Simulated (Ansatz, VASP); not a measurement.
**Ir in VASP and in Ansatz**

Contents of INCAR:

```
  PREC = Accurate
  ENCUT = 520
  EDIFF = 1E-6
  ISMEAR = -1
  SIGMA = 0.05
  LREAL = F
  LASPH = T
  NELM = 80
  ALGO = Normal
  ISIF = 2
  LWAVE = F
  LCHARG = F
  GGA = PE
  NBANDS = 10
```

File KPOINTS:

```
regular mesh
0
Gamma
  15 15 15
```

File POSCAR:

```
Ir
1.0
    0.0000000000      1.9388970000      1.9197000000
    1.9388970000      0.0000000000      1.9197000000
    1.9388970000      1.9388970000      0.0000000000
Ir
1
Direct
    0.0000000000      0.0000000000      0.0000000000
```

Input for Ansatz:

```yaml
crystal:
  lattice:
    - [0.0, 1.938897, 1.9197]
    - [1.938897, 0.0, 1.9197]
    - [1.938897, 1.938897, 0.0]
  atoms:
    - { symbol: Ir, position: [0.0, 0.0, 0.0] }
kpoints:
  mp_grid: { grid: [15, 15, 15] }
  band_path:
    path:
      - [0.0, 0.0, 0.0]
      - [0.0, 0.5, 0.5]
      - [0.25, 0.75, 0.5]
      - [0.0, 0.5, 0.0]
      - [0.0, 0.0, 0.0]
      - [0.5, 0.5, 0.0]
      - [0.3775125, 0.6224875, 0.0]
      - [-0.3775125, 0.3775125, 0.0]
      - [0.0, 0.0, 0.0]
    npoints: 5
scf:
  occupations: { method: fermi_dirac, width: 0.05 }
hamiltonian:
  xc: pbe
  pseudopotentials: { kind: all_electron, lapw: { basis_error: 0.0005 } }
output:
  forces: true
  stress: true
  eigenvalues: true
```

Change from the starting cell: equal xx and yy strain of +1 %.

Alike in both runs: task single point; functional PBE; k mesh 15 × 15 × 15; occupations fermi-dirac, width 0.05 eV; no spin polarisation.

```csv
,VASP,Ansatz
version,VASP 6.6.1,Ansatz 0.2.0
potentials or method,"VASP PAW PBE potentials, release 64 (Ir), cutoff 520 eV","all-electron LAPW, scalar-relativistic"
```

Ansatz gave:

```
pressure (GPa)                                                : 1.4
traceless stress, the component that is largest in VASP (GPa) : 2.46
```

Question: Which values does VASP return?

Answer: Pressure (GPa): 2.0; traceless stress, the component that is largest in VASP (GPa): 2.45.

Ansatz ran all-electron here, and VASP with PAW potentials.

Neither program's run includes spin-orbit coupling.
